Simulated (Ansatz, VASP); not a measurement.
**N: VASP beside Ansatz**

The input INCAR:

```
SYSTEM = N
ALGO = Normal ; EDIFF = 1E-6
ENCUT = 520 ; ISIF = 2
ISMEAR = 0 ; LASPH = .TRUE.
LCHARG = .FALSE. ; LREAL = .FALSE.
LWAVE = .FALSE. ; NBANDS = 12
NELM = 100 ; PREC = Accurate
SIGMA = 0.15
```

Contents of KPOINTS:

```
k-points
0
G
  15 15 8
  0 0 0
```

Contents of POSCAR:

```
N
1.0
    3.9193217816      0.0000000000      0.0000000000
   -1.9596608908      3.3942322285      0.0000000000
    0.0000000000      0.0000000000      5.6544000000
N
2
Direct
    0.3333333333      0.6666666667      0.2500000000
    0.6666666667      0.3333333333      0.7500000000
```

Input for Ansatz:

```yaml
crystal:
  lattice:
    - [3.9193217816, 0.0, 0.0]
    - [-1.9596608908, 3.3942322285, 0.0]
    - [0.0, 0.0, 5.6544]
  atoms:
    - { symbol: "N", position: [0.3333333333, 0.6666666667, 0.25] }
    - { symbol: "N", position: [0.6666666667, 0.3333333333, 0.75] }
basis:
  ecutwfc: 420
kpoints:
  mp_grid: { grid: [15, 15, 8] }
hamiltonian:
  xc: lda
scf:
  occupations: { method: gaussian, width: 0.15 }
output:
  forces: true
  stress: true
  eigenvalues: true
```

Change from the starting cell: strain +0.080 along x and y, -0.040 along z, atoms carried along.

Alike in both runs: task single point; functional LDA; k mesh 15 × 15 × 8; occupations gaussian, width 0.15 eV; no spin polarisation.

```csv
,VASP,Ansatz
version,VASP 6.6.1,Ansatz 0.2.0
potentials or method,"VASP PAW LDA potentials, release 64 (N), cutoff 520 eV","scalar-relativistic, plane waves, PAW"
valence electrons in the cell,10,10
```

|  | VASP | Ansatz | Ansatz less VASP |
| --- | --- | --- | --- |
| gap on the k mesh at the Fermi level (eV) | none | none | - |
| pressure (GPa) | -6.6 | -6.5 | +0.08 |
| traceless stress, the component that is largest in VASP (GPa) | -1.73 | -1.72 | +0.011 |

LDA's correlation is that of Perdew and Zunger in VASP and of Perdew and Wang (1992) in Ansatz. A gap of «none» marks a metal or a gap that the smearing closes.
